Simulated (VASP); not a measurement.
Input of a VASP 6.6.1 run:

File INCAR:

```
  PREC = Accurate
  ENCUT = 520
  EDIFF = 1E-6
  ISMEAR = 1
  SIGMA = 0.1
  LREAL = F
  LASPH = T
  NELM = 100
  ALGO = Normal
  ISIF = 2
  LWAVE = F
  LCHARG = F
  GGA = PE
  NBANDS = 29
```

File KPOINTS:

```
Automatic mesh
0
Gamma
  5 5 5
```

File POSCAR:

```
BiTe
1.0
    0.0000000000      3.2350000000      3.2350000000
    3.2350000000      0.0000000000      3.2350000000
    7.6247005384      7.6247005384     -1.1547005384
Bi Te
2 2
Direct
    0.0000000000      0.0000000000      0.0000000000
    0.0703909647      0.0703909647      0.3944135529
    0.5351954824      0.5351954824      0.1972067764
    0.6055864471      0.6055864471      0.5916203293
```

Potentials or basis: VASP PAW PBE potentials, release 64 (Bi_d, Te).

Launch:

```bash
$ cat potpaw_PBE.64/Bi_d/POTCAR potpaw_PBE.64/Te/POTCAR > POTCAR
$ mpirun -np 1 vasp_std > vasp.out
```

**Question.** What does it give for the largest force?

**Answer.** 1.255 eV/Å.

Forces in eV/Å, atoms in the order of the input:
```
Bi   0.064  0.064 -0.064
Bi   0.724  0.724 -0.724
Te  -0.332 -0.332  0.332
Te  -0.457 -0.457  0.457
```
